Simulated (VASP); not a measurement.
# BAs (zincblende type) (F-43m) in VASP: single point with LDA

Aim: the single point of BAs (zincblende type) with LDA.

Everything below comes from runs of VASP 6.6.1. Logs are shortened: lines on timing, memory, paths and dates and some standing lists are left out, and cuts for length are marked.

**1. The cell of the first run**

The structure is cubic, space group F-43m (No. 216). The conventional cell has a = 4.636 Å, b = 4.636 Å, c = 4.636 Å, α = 90.00°, β = 90.00°, γ = 90.00°. Within 2.7 Å of B (site symmetry -43m) lie 4 As at 2.01 Å. Within 2.7 Å of As (site symmetry -43m) lie 4 B at 2.01 Å.

**2. Single point, LDA (12.45 Å³/atom)**

Input file INCAR:

```
SYSTEM = BAs
PREC = Accurate
ENCUT = 560
EDIFF = 1E-6
ISMEAR = -1
SIGMA = 0.05
LREAL = .FALSE.
LASPH = .TRUE.
NELM = 120
ALGO = Normal
ISIF = 2
LWAVE = .FALSE.
LCHARG = .TRUE.
LELF = .TRUE.
LVHAR = .TRUE.
NBANDS = 16
GGA_COMPAT = .FALSE.
```

Input file KPOINTS:

```
regular mesh
0
G
  15 15 15
  0 0 0
```

Input file POSCAR:

```
BAs
1.0
    0.0000000000      2.3179767790      2.3179767790
    2.3179767790      0.0000000000      2.3179767790
    2.3179767790      2.3179767790      0.0000000000
B As
1 1
Direct
    0.0000000000      0.0000000000      0.0000000000
    0.2500000000      0.2500000000      0.2500000000
```

Potentials or basis: VASP PAW LDA potentials, release 64 (B, As_d).

On the command line:

```console
> cat potpaw_LDA.64/B/POTCAR potpaw_LDA.64/As_d/POTCAR > POTCAR
> mpirun -np 1 vasp_std > vasp.out
```

OUTCAR:

```text
SYSTEM = BAs
   PREC = Accurate
   ENCUT = 560
   EDIFF = 1E-6
   ISMEAR = -1
   LREAL = .FALSE.
   LASPH = .TRUE.
   NELM = 120
   ISIF = 2

 ion  position               nearest neighbor table
   1  0.000  0.000  0.000-   2 2.01   2 2.01   2 2.01   2 2.01
   2  0.250  0.250  0.250-   1 2.01   1 2.01   1 2.01   1 2.01

  LATTYP: Found a face centered cubic cell.
 ALAT       =     4.6359535580

  Lattice vectors:

 A1 = (   0.0000000000,   2.3179767790,   2.3179767790)
 A2 = (   2.3179767790,   0.0000000000,   2.3179767790)
 A3 = (   2.3179767790,   2.3179767790,   0.0000000000)

Analysis of symmetry for initial positions (statically):
=====================================================================
 Subroutine PRICEL returns:
 Original cell was already a primitive cell.

 Routine SETGRP: Setting up the symmetry group for a
 face centered cubic supercell.

 Subroutine GETGRP returns: Found 24 space group operations
 (whereof 24 operations were pure point group operations)
 out of a pool of 48 trial point group operations.

The static configuration has the point symmetry T_d .

Analysis of symmetry for dynamics (positions and initial velocities):
=====================================================================
 Subroutine PRICEL returns:
 Original cell was already a primitive cell.

 Routine SETGRP: Setting up the symmetry group for a
 face centered cubic supercell.

 Subroutine GETGRP returns: Found 24 space group operations
 (whereof 24 operations were pure point group operations)
 out of a pool of 48 trial point group operations.

The dynamic configuration has the point symmetry T_d .

 Subroutine INISYM returns: Found 24 space group operations
 (whereof 24 operations are pure point group operations),
 and found     1 'primitive' translations

----------------------------------------------------------------------------------------

                                     Primitive cell

  volume of cell :      24.9091

  direct lattice vectors                    reciprocal lattice vectors
     0.000000000  2.317976779  2.317976779    -0.215705353  0.215705353  0.215705353
     2.317976779  0.000000000  2.317976779     0.215705353 -0.215705353  0.215705353
     2.317976779  2.317976779  0.000000000     0.215705353  0.215705353 -0.215705353

  length of vectors
     3.278114198  3.278114198  3.278114198     0.373612631  0.373612631  0.373612631

  position of ions in fractional coordinates (direct lattice)
     0.000000000  0.000000000  0.000000000
[... 72 lines left out ...]
   ISPIN  =      1    spin polarized calculation?
   LNONCOLLINEAR =      F non collinear calculations
   LSORBIT =      F    spin-orbit coupling
   LASPH  =      T    aspherical Exc in radial PAW
   ENCUT  =  560.0 eV  41.16 Ry    6.42 a.u.   6.33  6.33  6.33*2*pi/ulx,y,z
   NELM   =    120;   NELMIN=  2; NELMDL= -5     # of ELM steps
   EDIFF  = 0.1E-05   stopping-criterion for ELM
   LREAL  =      F    real-space projection
   EDIFFG = 0.1E-04   stopping-criterion for IOM
   NSW    =      0    number of steps for IOM
   IBRION =     -1    ionic relax: 0-MD 1-quasi-New 2-CG
   NFREE  =      0    steps in history (QN), initial steepest desc. (CG)
   ISIF   =      2    stress and relaxation
   ISYM   =      2    0-nonsym 1-usesym 2-fastsym
   POTIM  = 0.5000    time-step for ionic-motion
   TEBEG  =    0.0;   TEEND  =   0.0 temperature during run
   PSTRESS=    0.0 pullay stress
   NELECT =      18.0000    total number of electrons
   NUPDOWN=      -1.0000    fix difference up-down
   EMIN   =  10.00;   EMAX   =-10.00  energy-range for DOS
   EFERMI =   0.00;   METHOD = LEGACY
   ISMEAR =    -1;   SIGMA  =   0.05  broadening in eV -4-tet -1-fermi 0-gaus
   EFERMI_NEDOS =   21; number of points for ismear=-14 and -15
   IALGO  =     38    algorithm
   IMIX   =      4    mixing-type and parameters
     AMIX     =   0.40;   BMIX     =  1.00
     AMIX_MAG =   1.60;   BMIX_MAG =  1.00
  volume/ion in A,a.u.               =      12.45        84.05
  Fermi-wavevector in a.u.,A,eV,Ry     =   1.469084  2.776166 29.364194  2.158207
  Thomas-Fermi vector in A             =   2.584504
   LORBIT       =      0    0 simple, 1 ext, 2 COOP (PROOUT), +10 PAW based schemes
   GGA     = CA    functional components
   LHFCALC =     F    Hartree Fock is set to
   AEXX    =    0.0000 exact exchange contribution
   IVDW    =     0    specifies the selected vdW correction
   LEPSILON=     F    determine dielectric tensor
   LRPA    =     F    only Hartree local field effects (RPA)
 non-spin polarized calculation
  energy-cutoff  :      560.00
  volume of cell :       24.91
 maximum number of plane-waves:       763
 NGX is ok and might be reduce to    28
   NGX = 13   NGY = 13   NGZ = 13

 number of electron      17.9999995 magnetization

 Free energy of the ion-electron system (eV)
  ---------------------------------------------------
  ext. energy  EPLUGINS =         0.00000000
  ---------------------------------------------------
  free energy    TOTEN  =       -12.89028575 eV

  energy without entropy =      -12.89028563  energy(sigma->0) =      -12.89028569

 E-fermi :   6.2416     XC(G=0): -11.8755

 val. band max:        5.7327270077   @ k =   0.0000   0.0000   0.0000
 cond. band min:       6.7776685042   @ k =   0.4000   0.4000   0.0000
 fundamental gap:      1.0449414965
 Fermi energy:         6.2415697461

 k-point     1 :       0.0000    0.0000    0.0000
  band No.  band energies     occupation
      1     -30.2713      2.00000
      2     -30.2713      2.00000
      3     -30.2713      2.00000
      4     -30.2378      2.00000
      5     -30.2378      2.00000
      6     -10.4906      2.00000
[... 433 lines left out ...]
      3     -30.2656      2.00000
      4     -30.2397      2.00000
      5     -30.2357      2.00000
      6      -9.7849      2.00000
[... 8 lines left out ...]
     15      18.1058      0.00000
     16      19.5724      0.00000

 [... further k-points ...]
[... 5 lines left out ...]
  --------------------------------------------------------------------------------------
  -------------------------------------------------------------------------------------
  Total        1.7689022      1.7689022      1.7689022      0.0000000     -0.0000000     -0.0000000
  in kB      113.7777056    113.7777056    113.7777056      0.0000000     -0.0000000     -0.0000000
  external PRESSURE =     113.7777056 kB  Pullay stress =       0.0000000 kB

 VOLUME and BASIS-vectors are now :
 -----------------------------------------------------------------------------
  energy-cutoff  :      560.00
  volume of cell :       24.91
      direct lattice vectors                 reciprocal lattice vectors
     0.000000000  2.317976779  2.317976779    -0.215705353  0.215705353  0.215705353
     2.317976779  0.000000000  2.317976779     0.215705353 -0.215705353  0.215705353
     2.317976779  2.317976779  0.000000000     0.215705353  0.215705353 -0.215705353

 POSITION                                       TOTAL-FORCE (eV/Angst)
 -----------------------------------------------------------------------------------
      0.00000      0.00000      0.00000        -0.000000      0.000000      0.000000
      1.15899      1.15899      1.15899         0.000000     -0.000000     -0.000000
 -----------------------------------------------------------------------------------
    total drift:                                0.000000      0.000000      0.000001

  FREE ENERGIE OF THE ION-ELECTRON SYSTEM (eV)
  ---------------------------------------------------
  free  energy   TOTEN  =       -12.8902857535 eV

  energy  without entropy=      -12.8902856307  energy(sigma->0) =      -12.89028569
```

stdout:

```text
POSCAR found type information on POSCAR B As
 POSCAR found :  2 types and       2 ions
 scaLAPACK will be used
 LDA part: xc-table for (Slater(with rela. corr.)+CA(PZ))
 , standard interpolation
 POSCAR, INCAR and KPOINTS ok, starting setup
 FFT: planning ... GRIDC
 FFT: planning ... GRID_SOFT
 FFT: planning ... GRID
 WAVECAR not read
 entering main loop
```

Run time: 31 s. Hardware: 1 thread of Intel Xeon Platinum 8488C (Sapphire Rapids), shared host; peak memory 0.17 GiB.

What came out:

| Quantity | Value |
| --- | --- |
| Free energy | -12.8903 eV |
| Pressure | 11.4 GPa |
| Band gap on the k mesh | 1.04 eV (least direct gap 3.37 eV) |

Levels at points of the mesh, in eV from the valence-band top:
| k point | band 6 | band 7 | band 8 | band 9 | band 10 | band 11 | band 12 | band 13 |
| --- | --- | --- | --- | --- | --- | --- | --- | --- |
| (0.00, 0.00, 0.00) | -16.22 | 0.00 | 0.00 | 0.00 | 3.37 | 3.37 | 3.37 | 5.85 |

Caveat: the cell stands under pressure; an odd mesh through Γ misses points on the zone boundary, where band edges can lie.
